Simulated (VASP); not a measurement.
# AlP (F-43m) in VASP: relaxation of cell and atoms with PBEsol

Aim: the relaxation of cell and atoms of AlP with PBEsol.

All numbers are computed with VASP 6.6.1; they aren't measurements. Logs are shortened: lines on timing, memory, paths and dates and some standing lists are left out, and cuts for length are marked.

**1. The cell of the first run**

The structure is cubic, space group F-43m (No. 216). Conventional cell: a = 5.470 Å, b = 5.470 Å, c = 5.470 Å, α = 90.00°, β = 90.00°, γ = 90.00°. Within 3.1 Å of Al (site symmetry -43m) lie 4 P at 2.37 Å. Within 3.1 Å of P (site symmetry -43m) lie 4 Al at 2.37 Å.

**2. Relaxation of cell and atoms, PBEsol, target pressure -3 GPa, at which the enthalpy is minimised**

The input, INCAR:

```
  PREC = Accurate
  ENCUT = 500
  EDIFF = 1E-7
  ISMEAR = 0
  SIGMA = 0.01
  LREAL = F
  LASPH = T
  NELM = 120
  ALGO = Normal
  ISIF = 3
  LWAVE = F
  LCHARG = F
  GGA = PS
  IBRION = 2
  NSW = 80
  EDIFFG = -0.001
  PSTRESS = -30.0
  GGA_COMPAT = F
  NELMIN = 4
```

The input, KPOINTS:

```
Automatic mesh
0
Gamma
  8 8 8
```

The input, POSCAR:

```
AlP
1.0
    0.0000000000      2.7351727398      2.7351727398
    2.7351727398      0.0000000000      2.7351727398
    2.7351727398      2.7351727398      0.0000000000
Al P
1 1
Direct
    0.0000000000      0.0000000000      0.0000000000
    0.7500000000      0.7500000000      0.7500000000
```

Potentials or basis: VASP PAW PBE potentials, release 64 (Al, P).

Run with:

```sh
> cat potpaw_PBE.64/Al/POTCAR potpaw_PBE.64/P/POTCAR > POTCAR
> mpirun -np 1 vasp_std > vasp.out
```

OUTCAR:

```text
PREC = Accurate
   ENCUT = 500
   EDIFF = 1E-7
   ISMEAR = 0
   LREAL = F
   LASPH = T
   NELM = 120
   ISIF = 3
   GGA = PS
   IBRION = 2
   NSW = 80
   EDIFFG = -0.001
   PSTRESS = -30.0
   NELMIN = 4

 ion  position               nearest neighbor table
   1  0.000  0.000  0.000-   2 2.37   2 2.37   2 2.37   2 2.37
   2  0.750  0.750  0.750-   1 2.37   1 2.37   1 2.37   1 2.37

  LATTYP: Found a face centered cubic cell.
 ALAT       =     5.4703454796

  Lattice vectors:

 A1 = (   0.0000000000,   2.7351727398,   2.7351727398)
 A2 = (   2.7351727398,   0.0000000000,   2.7351727398)
 A3 = (   2.7351727398,   2.7351727398,   0.0000000000)

Analysis of symmetry for initial positions (statically):
=====================================================================
 Subroutine PRICEL returns:
 Original cell was already a primitive cell.

 Routine SETGRP: Setting up the symmetry group for a
 face centered cubic supercell.

 Subroutine GETGRP returns: Found 24 space group operations
 (whereof 24 operations were pure point group operations)
 out of a pool of 48 trial point group operations.

The static configuration has the point symmetry T_d .

Analysis of symmetry for dynamics (positions and initial velocities):
=====================================================================
 Subroutine PRICEL returns:
 Original cell was already a primitive cell.

 Routine SETGRP: Setting up the symmetry group for a
 face centered cubic supercell.

 Subroutine GETGRP returns: Found 24 space group operations
 (whereof 24 operations were pure point group operations)
 out of a pool of 48 trial point group operations.

The dynamic configuration has the point symmetry T_d .

 Subroutine INISYM returns: Found 24 space group operations
 (whereof 24 operations are pure point group operations),
 and found     1 'primitive' translations

----------------------------------------------------------------------------------------

                                     Primitive cell

  volume of cell :      40.9246

  direct lattice vectors                    reciprocal lattice vectors
     0.000000000  2.735172740  2.735172740    -0.182803811  0.182803811  0.182803811
     2.735172740  0.000000000  2.735172740     0.182803811 -0.182803811  0.182803811
     2.735172740  2.735172740  0.000000000     0.182803811  0.182803811 -0.182803811

  length of vectors
     3.868118384  3.868118384  3.868118384     0.316625488  0.316625488  0.316625488

  position of ions in fractional coordinates (direct lattice)
     0.000000000  0.000000000  0.000000000
     0.750000000  0.750000000  0.750000000

  ion indices of the primitive-cell ions
   primitive index   ion index
                 1           1
                 2           2

----------------------------------------------------------------------------------------

 KPOINTS: Automatic mesh

Automatic generation of k-mesh.
 Grid dimensions read from file:
 generate k-points for:    8    8    8

 Generating k-lattice:

  Cartesian coordinates                     Fractional coordinates (reciprocal lattice)
    -0.022850476  0.022850476  0.022850476     0.125000000  0.000000000  0.000000000
     0.022850476 -0.022850476  0.022850476     0.000000000  0.125000000  0.000000000
     0.022850476  0.022850476 -0.022850476     0.000000000  0.000000000  0.125000000

  Length of vectors
     0.039578186  0.039578186  0.039578186

  Shift w.r.t. Gamma in fractional coordinates (k-lattice)
     0.000000000  0.000000000  0.000000000

 Subroutine IBZKPT returns following result:
 ===========================================

 Found     29 irreducible k-points:

 Following reciprocal coordinates:
            Coordinates               Weight
  0.000000  0.000000  0.000000      1.000000
  0.125000  0.000000  0.000000      8.000000
  0.250000  0.000000  0.000000      8.000000
  0.375000  0.000000  0.000000      8.000000
  0.500000  0.000000  0.000000      4.000000
  0.125000  0.125000  0.000000      6.000000
[... 16 lines left out ...]
  0.500000  0.250000  0.125000     48.000000
 -0.375000  0.250000  0.125000     24.000000
 [... further k-points ...]
   k-points           NKPTS =     29   k-points in BZ     NKDIM =     29   number of bands    NBANDS=      8
   number of dos      NEDOS =    301   number of ions     NIONS =      2
   total plane-waves  NPLWV =  21952
   dimension x,y,z NGX =    28 NGY =   28 NGZ =   28
   dimension x,y,z NGXF=    56 NGYF=   56 NGZF=   56
   ions per type =               1   1
   NGX,Y,Z   is equivalent  to a cutoff of  12.03, 12.03, 12.03 a.u.
   NGXF,Y,Z  is equivalent  to a cutoff of  24.07, 24.07, 24.07 a.u.
 SYSTEM =  unknown system
   PREC   = accura    normal or accurate (medium, high low for compatibility)
   ISTART =      0    job   : 0-new  1-cont  2-samecut
   ICHARG =      2    charge: 1-file 2-atom 10-const
   ISPIN  =      1    spin polarized calculation?
   LNONCOLLINEAR =      F non collinear calculations
   LSORBIT =      F    spin-orbit coupling
   LASPH  =      T    aspherical Exc in radial PAW
   ENCUT  =  500.0 eV  36.75 Ry    6.06 a.u.   7.05  7.05  7.05*2*pi/ulx,y,z
   NELM   =    120;   NELMIN=  4; NELMDL= -5     # of ELM steps
   EDIFF  = 0.1E-06   stopping-criterion for ELM
   LREAL  =      F    real-space projection
   EDIFFG = -.1E-02   stopping-criterion for IOM
   NSW    =     80    number of steps for IOM
   IBRION =      2    ionic relax: 0-MD 1-quasi-New 2-CG
   NFREE  =      1    steps in history (QN), initial steepest desc. (CG)
   ISIF   =      3    stress and relaxation
   ISYM   =      2    0-nonsym 1-usesym 2-fastsym
   POTIM  = 0.5000    time-step for ionic-motion
   TEBEG  =    0.0;   TEEND  =   0.0 temperature during run
   PSTRESS=  -30.0 pullay stress
   NELECT =       8.0000    total number of electrons
   NUPDOWN=      -1.0000    fix difference up-down
   EMIN   =  10.00;   EMAX   =-10.00  energy-range for DOS
   EFERMI =   0.00;   METHOD = LEGACY
   ISMEAR =     0;   SIGMA  =   0.01  broadening in eV -4-tet -1-fermi 0-gaus
   EFERMI_NEDOS =   21; number of points for ismear=-14 and -15
   IALGO  =     38    algorithm
   IMIX   =      4    mixing-type and parameters
     AMIX     =   0.40;   BMIX     =  1.00
     AMIX_MAG =   1.60;   BMIX_MAG =  1.00
  volume/ion in A,a.u.               =      20.46       138.09
  Fermi-wavevector in a.u.,A,eV,Ry     =   0.950116  1.795459 12.282263  0.902721
  Thomas-Fermi vector in A             =   2.078463
   LORBIT       =      0    0 simple, 1 ext, 2 COOP (PROOUT), +10 PAW based schemes
   GGA     = PS    functional components
   LHFCALC =     F    Hartree Fock is set to
   AEXX    =    0.0000 exact exchange contribution
   IVDW    =     0    specifies the selected vdW correction
   LEPSILON=     F    determine dielectric tensor
   LRPA    =     F    only Hartree local field effects (RPA)
 conjugate gradient relaxation of ions
 non-spin polarized calculation
 Gauss-broadening in eV      SIGMA  =   0.01
  energy-cutoff  :      500.00
  volume of cell :       40.92
 maximum number of plane-waves:      1056
   NGX = 15   NGY = 15   NGZ = 15

--------------------------------------- Ionic step        1  -------------------------------------------

 number of electron       8.0000000 magnetization

 Free energy of the ion-electron system (eV)
  ---------------------------------------------------
  ext. energy  EPLUGINS =         0.00000000
  ---------------------------------------------------
  free energy    TOTEN  =       -10.99516479 eV

  energy without entropy =      -10.99516479  energy(sigma->0) =      -10.99516479

------------------------ aborting loop because EDIFF is reached ----------------------------------------

  FORCE on cell =-STRESS in cart. coord.  units (eV):
  Direction    XX          YY          ZZ          XY          YZ          ZX
  --------------------------------------------------------------------------------------
  -------------------------------------------------------------------------------------
  Total        0.0104718      0.0104718      0.0104718      0.0000000     -0.0000000     -0.0000000
  in kB        0.4099652      0.4099652      0.4099652      0.0000000     -0.0000000     -0.0000000
  external PRESSURE =      30.4099652 kB  Pullay stress =     -30.0000000 kB
[... 61 lines left out ...]
  enthalpy is  TOTEN    =       -11.7727575146 eV   P V=       -0.8101784282

--------------------------------------- Ionic step        3  -------------------------------------------

 number of electron       8.0000001 magnetization

 Free energy of the ion-electron system (eV)
  ---------------------------------------------------
  ext. energy  EPLUGINS =         0.00000000
  ---------------------------------------------------
  free energy    TOTEN  =       -10.98015242 eV

  energy without entropy =      -10.98015242  energy(sigma->0) =      -10.98015242

 E-fermi :   4.2288     XC(G=0):  -9.1995

 val. band max:        4.1455567351   @ k =   0.0000   0.0000   0.0000
 cond. band min:       5.6659186700   @ k =   0.5000   0.5000   0.0000
 fundamental gap:      1.5203619349
 Fermi energy:         4.2287910624

 k-point     1 :       0.0000    0.0000    0.0000
  band No.  band energies     occupation
      1      -7.1374      2.00000
      2       4.1456      2.00000
      3       4.1456      2.00000
      4       4.1456      2.00000
      5       6.9877      0.00000
      6       8.5969      0.00000
      7       8.5969      0.00000
      8       8.5969      0.00000
[... 243 lines left out ...]
 k-point    24 :      -0.3750    0.2500    0.1250
  band No.  band energies     occupation
      1      -5.2485      2.00000
      2      -0.9067      2.00000
      3       1.6139      2.00000
      4       2.7088      2.00000
      5       7.9557      0.00000
      6       8.5216      0.00000
      7      10.8362      0.00000
      8      11.6253      0.00000

 [... further k-points ...]
[... 5 lines left out ...]
  --------------------------------------------------------------------------------------
  -------------------------------------------------------------------------------------
  Total       -0.7947168     -0.7947168     -0.7947168      0.0000000      0.0000000      0.0000000
  in kB      -29.9615328    -29.9615328    -29.9615328      0.0000000      0.0000000      0.0000000
  external PRESSURE =       0.0384672 kB  Pullay stress =     -30.0000000 kB
[... 17 lines left out ...]
  FREE ENERGIE OF THE ION-ELECTRON SYSTEM (eV)
  ---------------------------------------------------
  free  energy   TOTEN  =       -10.9801524196 eV

  energy  without entropy=      -10.9801524196  energy(sigma->0) =      -10.98015242

  enthalpy is  TOTEN    =       -11.7758895228 eV   P V=       -0.7957371032

 reached required accuracy - stopping structural energy minimisation
```

Wall time 13 s (1 thread of Intel Xeon Platinum 8559C (Emerald Rapids), shared host); peak memory 0.15 GiB.

What came out:

| Item | Value |
| --- | --- |
| Free energy | -10.9802 eV |
| Relaxed volume | 21.25 Å³/atom |
| Relaxed cell | a = 3.917 Å, b = 3.917 Å, c = 3.917 Å, α = 60.00°, β = 60.00°, γ = 60.00° |
| Space group after relaxing (to 0.05 Å) | F-43m (No. 216) |
| Energy change on relaxing (the enthalpy is what falls) | +7.5 meV/atom |
| Ionic steps | 3 |
| Pressure after relaxing | -3.0 GPa |
| Band gap on the k mesh | 1.52 eV, indirect (least direct gap 2.84 eV) |

Step by step:
```csv
step,energy change (eV),largest force (eV/Å),pressure (GPa),volume (Å³)
1,0.0000,0.0000,0.04,40.92
2,0.0326,0.0000,-4.28,43.27
3,0.0150,0.0000,-3.00,42.50
```

Final structure:
```
Al P
1.0
     0.00000    2.76977    2.76977
     2.76977    0.00000    2.76977
     2.76977    2.76977    0.00000
Al P
1 1
Direct
  0.00000 0.00000 0.00000
  0.75000 0.75000 0.75000
```

Caveat: the cell is relaxed towards a set pressure, so the enthalpy falls and the energy may rise; the PAW data sets were made with another functional, which shifts forces and pressure a little.
